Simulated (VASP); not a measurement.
Set up this calculation in VASP 6.6.1, as the native input.

```
Task                   : relaxation of cell and atoms
Functional             : PBE
Dispersion             : D3(BJ)
Potentials or basis    : VASP PAW PBE potentials, release 64 (Na_pv, Cl)
Cutoff                 : 600 eV
k mesh                 : 8 × 8 × 8
Occupations            : gaussian, width 0.02 eV
Spin                   : no spin polarisation
Dipole correction      : no
Further INCAR settings : ALGO = Normal; EDIFF = 1e-07; IBRION = 2; EDIFFG = -0.01; NSW = 100; ISIF = 3
```

The structure of NaCl lies in POSCAR:

```
NaCl
1.0
    0.0000000000      2.7940633300      2.7940633300
    2.7940633300      0.0000000000      2.7940633300
    2.7940633300      2.7940633300      0.0000000000
Na Cl
1 1
Direct
    0.0000000000      0.0000000000      0.0000000000
    0.5000000000      0.5000000000      0.5000000000
```

The input as run:

INCAR

```
SYSTEM = NaCl
PREC = Accurate ; ENCUT = 600
EDIFF = 1E-7 ; ISMEAR = 0
SIGMA = 0.02 ; LREAL = .False.
LASPH = .True. ; NELM = 80
ALGO = Normal ; ISIF = 3
LWAVE = .False. ; LCHARG = .False.
GGA = PE ; IVDW = 12
IBRION = 2 ; NSW = 100
EDIFFG = -0.01
```

KPOINTS

```
regular mesh
0
Gamma
  8 8 8
  0 0 0
```

Potentials or basis: VASP PAW PBE potentials, release 64 (Na_pv, Cl).

Command:

```sh
$ cat potpaw_PBE.64/Na_pv/POTCAR potpaw_PBE.64/Cl/POTCAR > POTCAR
$ mpirun -np 1 vasp_std > vasp.out
```

Results of the run:

| Property | Result |
| --- | --- |
| Relaxed volume | 21.75 Å³/atom |
| Relaxed cell | a = 3.948 Å, b = 3.948 Å, c = 3.948 Å, α = 60.00°, β = 60.00°, γ = 60.00° |
| Space group after relaxing (to 0.1 Å) | Fm-3m (No. 225) |
| Energy gained by relaxing | 0.0 meV/atom |
| Ionic steps | 2 |
| Pressure after relaxing | -0.1 GPa |
| Band gap on the k mesh | 5.23 eV |
| Dispersion energy per atom | -0.221 eV |

Wall time 24 s on 1 thread of Intel Xeon 8259CL (shared host), peak memory 0.18 GiB.
